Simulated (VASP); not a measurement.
ScH2, 3 atoms in the cell. It takes space group P6/mmm (No. 191, hexagonal). The conventional cell has a = 3.400 Å, b = 3.400 Å, c = 3.619 Å, α = 90.00°, β = 90.00°, γ = 120.00°. Within 2.6 Å of Sc (site symmetry 6/mmm) lie 6 H at 1.96 Å. Within 2.6 Å of H (site symmetry -6m2) lie 3 Sc at 1.96 Å and 3 H at 1.96 Å. 

* Program: VASP 6.6.1
* Task: single point
* Functional: PBE
* Potentials or basis: VASP PAW PBE potentials, release 64 (Sc_sv, H)
* Cutoff: 520 eV
* k mesh: 18 × 18 × 12
* Occupations: gaussian, width 0.1 eV
* Spin: no spin polarisation
* Dipole correction: no
* Further INCAR settings: ALGO = Normal; EDIFF = 1e-06; NBANDS = 14

Potentials or basis: VASP PAW PBE potentials, release 64 (Sc_sv, H).

Launch:

```bash
$ cat potpaw_PBE.64/Sc_sv/POTCAR potpaw_PBE.64/H/POTCAR > POTCAR
$ mpirun -np 1 vasp_std > vasp.out
```

Hardware: 1 thread of Intel(R) Xeon(R) Platinum 8488C (Sapphire Rapids) (shared host).

Estimate the wall time of this run.

It took 2.1 min on 1 thread of Intel(R) Xeon(R) Platinum 8488C (Sapphire Rapids) (shared host), peak memory 0.25 GiB. Counts: scf iterations 12, k points 259.
